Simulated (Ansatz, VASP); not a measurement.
# Two plane-wave programs on GaAs

INCAR

```
PREC     = Accurate       # precision mode
ENCUT    = 600            # plane-wave cutoff, eV
EDIFF    = 1E-7           # SCF threshold, eV
ISMEAR   = 0              # smearing method
SIGMA    = 0.01           # smearing width, eV
LREAL    = False          # projectors in reciprocal space
LASPH    = True           # aspherical terms in the spheres
NELM     = 80             # most SCF steps
ALGO     = Normal         # electronic algorithm
ISIF     = 3              # what is computed and relaxed
LWAVE    = False          # write WAVECAR
LCHARG   = False          # write CHGCAR
GGA      = CA             # functional
IBRION   = 2              # ionic algorithm
NSW      = 80             # ionic steps
EDIFFG   = -0.001         # ionic threshold
```

The input KPOINTS:

```
Automatic mesh
0
Gamma
  12 12 12
```

Contents of POSCAR:

```
GaAs
1.0
    0.0000000000      2.8015691422      2.8015691422
    2.8015691422      0.0000000000      2.8015691422
    2.8015691422      2.8015691422      0.0000000000
Ga As
1 1
Direct
    0.0000000000      0.0000000000      0.0000000000
    0.7500000000      0.7500000000      0.7500000000
```

Input for Ansatz:

```yaml
crystal:
  lattice:
    - [0.0, 2.8015691422, 2.8015691422]
    - [2.8015691422, 0.0, 2.8015691422]
    - [2.8015691422, 2.8015691422, 0.0]
  atoms:
    - { symbol: Ga, position: [0.0, 0.0, 0.0] }
    - { symbol: As, position: [0.75, 0.75, 0.75] }
basis:
  ecutwfc: 420
kpoints:
  mp_grid: { grid: [12, 12, 12] }
hamiltonian:
  xc: lda
  pseudopotentials: { kind: paw, azcp: { folder: soft_1 } }
scf:
  occupations: { method: fixed }
output:
  forces: true
  stress: true
  eigenvalues: true
relax:
  adjacent_minimum: "off"
  f_tol: 0.001
  max_steps: 60
  cell: { stress_tol: 0.01 }
```

Alike in both runs: task relaxation of cell and atoms; functional LDA; k mesh 12 × 12 × 12; no spin polarisation.

|  | VASP | Ansatz |
| --- | --- | --- |
| version | VASP 6.6.1 | Ansatz 0.2.0 |
| potentials or method | VASP PAW LDA potentials, release 64 (Ga_d, As), cutoff 600 eV | scalar-relativistic, plane waves, PAW |
| occupations | gaussian, width 0.01 eV | fixed |
| valence electrons in the cell | 18 | 28 |

VASP gave:

```
gap on the k mesh at the Fermi level, each at its own relaxed structure (eV) : 0.50
relaxed volume (Å³/atom)                                                     : 22.08
relaxed cell length with the largest relative difference (Å)                 : 3.968
```

Which values does Ansatz return?

gap on the k mesh at the Fermi level, each at its own relaxed structure (eV): 0.49; relaxed volume (Å³/atom): 21.99; relaxed cell length with the largest relative difference (Å): 3.962.

Ansatz warns that its potentials were made for another functional, while VASP's fit it. LDA's correlation is that of Perdew and Zunger in VASP and of Perdew and Wang (1992) in Ansatz. VASP's potentials hold 18 valence electrons a cell and Ansatz's 28, so a difference there can come from the potentials and not from the codes.
